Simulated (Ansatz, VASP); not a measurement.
**One calculation of VH4, two programs**

```
V H
1.0
    -2.05427    2.05427    2.05427
     2.05427   -2.05427    2.05427
     2.05427    2.05427   -2.05427
V H
1 4
Direct
  0.00000 0.00000 0.00000
  0.00000 0.00000 0.50000
  0.50000 0.00000 0.00000
  0.50000 0.50000 0.50000
  0.00000 0.50000 0.00000
```

Alike in both runs: task single point; functional LDA; k mesh 14 × 14 × 14; occupations gaussian, width 0.1 eV; collinear spin.

|  | VASP | Ansatz |
| --- | --- | --- |
| version | VASP 6.6.1 | Ansatz 0.2.0 |
| potentials or method | VASP PAW LDA potentials, release 64 (V_sv, H), cutoff 500 eV | scalar-relativistic, plane waves, PAW |
| valence electrons in the cell | 17 | 17 |

```csv
,VASP,Ansatz,Ansatz less VASP
gap on the k mesh at the Fermi level (eV),none,none,-
pressure (GPa),-7.4,-6.7,+0.65
net moment per atom (μB),0.19,0.22,+0.028
size of the moment on the site where the two differ most (μB),0.84,0.70,-0.148
```

LDA's correlation is that of Perdew and Zunger in VASP and of Perdew and Wang (1992) in Ansatz. Site moments also hang on the region over which each program counts them. A gap of «none» marks a metal or a gap that the smearing closes.
